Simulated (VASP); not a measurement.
Set up this calculation in VASP 6.6.1, as the native input.

```
Task                   : single point
Functional             : PBE
Potentials or basis    : VASP PAW PBE potentials, release 64 (Ge_d)
Cutoff                 : 520 eV
k mesh                 : 1 × 1 × 1
Occupations            : gaussian, width 0.05 eV
Spin                   : no spin polarisation
Dipole correction      : no
Further INCAR settings : LREAL = Auto; ALGO = Normal; EDIFF = 1e-07; NBANDS = 411
```

The structure of Ge lies in POSCAR:

```
Ge
1.0
    0.0000000000      8.4867300000      8.4867300000
    8.4867300000      0.0000000000      8.4867300000
    8.4867300000      8.4867300000      0.0000000000
Ge
54
Direct
    0.0000000000      0.0000000000      0.0000000000
    0.0000000000      0.0000000000      0.3333330000
    0.0000000000      0.0000000000      0.6666670000
    0.0000000000      0.3333330000      0.0000000000
    0.0000000000      0.3333330000      0.3333330000
    0.0000000000      0.3333330000      0.6666670000
    0.0000000000      0.6666670000      0.0000000000
    0.0000000000      0.6666670000      0.3333330000
    0.0000000000      0.6666670000      0.6666670000
    0.3333330000      0.0000000000      0.0000000000
    0.3333330000      0.0000000000      0.3333330000
    0.3333330000      0.0000000000      0.6666670000
    0.3333330000      0.3333330000      0.0000000000
    0.3333330000      0.3333330000      0.3333330000
    0.3333330000      0.3333330000      0.6666670000
    0.3333330000      0.6666670000      0.0000000000
    0.3333330000      0.6666670000      0.3333330000
    0.3333330000      0.6666670000      0.6666670000
    0.6666670000      0.0000000000      0.0000000000
    0.6666670000      0.0000000000      0.3333330000
    0.6666670000      0.0000000000      0.6666670000
    0.6666670000      0.3333330000      0.0000000000
    0.6666670000      0.3333330000      0.3333330000
    0.6666670000      0.3333330000      0.6666670000
    0.6666670000      0.6666670000      0.0000000000
    0.6666670000      0.6666670000      0.3333330000
    0.6666670000      0.6666670000      0.6666670000
    0.0833330000      0.0833330000      0.0833330000
    0.0833330000      0.0833330000      0.4166670000
    0.0833330000      0.0833330000      0.7500000000
    0.0833330000      0.4166670000      0.0833330000
    0.0833330000      0.4166670000      0.4166670000
    0.0833330000      0.4166670000      0.7500000000
    0.0833330000      0.7500000000      0.0833330000
    0.0833330000      0.7500000000      0.4166670000
    0.0833330000      0.7500000000      0.7500000000
    0.4166670000      0.0833330000      0.0833330000
    0.4166670000      0.0833330000      0.4166670000
    0.4166670000      0.0833330000      0.7500000000
    0.4166670000      0.4166670000      0.0833330000
    0.4166670000      0.4166670000      0.4166670000
    0.4166670000      0.4166670000      0.7500000000
    0.4166670000      0.7500000000      0.0833330000
    0.4166670000      0.7500000000      0.4166670000
    0.4166670000      0.7500000000      0.7500000000
    0.7500000000      0.0833330000      0.0833330000
    0.7500000000      0.0833330000      0.4166670000
    0.7500000000      0.0833330000      0.7500000000
    0.7500000000      0.4166670000      0.0833330000
    0.7500000000      0.4166670000      0.4166670000
    0.7500000000      0.4166670000      0.7500000000
    0.7500000000      0.7500000000      0.0833330000
    0.7500000000      0.7500000000      0.4166670000
    0.7500000000      0.7500000000      0.7500000000
```

The input as run:

INCAR

```
SYSTEM = Ge
  ALGO = Normal
  EDIFF = 1E-7
  ENCUT = 520
  GGA = PE
  ISIF = 2
  ISMEAR = 0
  LASPH = .TRUE.
  LCHARG = .FALSE.
  LREAL = Auto
  LWAVE = .FALSE.
  NBANDS = 411
  NELM = 100
  PREC = Accurate
  SIGMA = 0.05
```

KPOINTS

```
k-points
0
G
  1 1 1
  0 0 0
```

Potentials or basis: VASP PAW PBE potentials, release 64 (Ge_d).

Run with:

```sh
$ cat potpaw_PBE.64/Ge_d/POTCAR > POTCAR
$ mpirun -np 1 vasp_gam > vasp.out
```

It gave:

| Property | Result |
| --- | --- |
| Pressure | 5.3 GPa |

Caveat: the k points lie up to 0.64 Å⁻¹ apart.

Wall time 25 min on 1 thread of Intel(R) Xeon(R) Platinum 8259CL CPU @ 2.50GHz (Skylake/Cascade Lake) (shared host), peak memory 1.3 GiB.
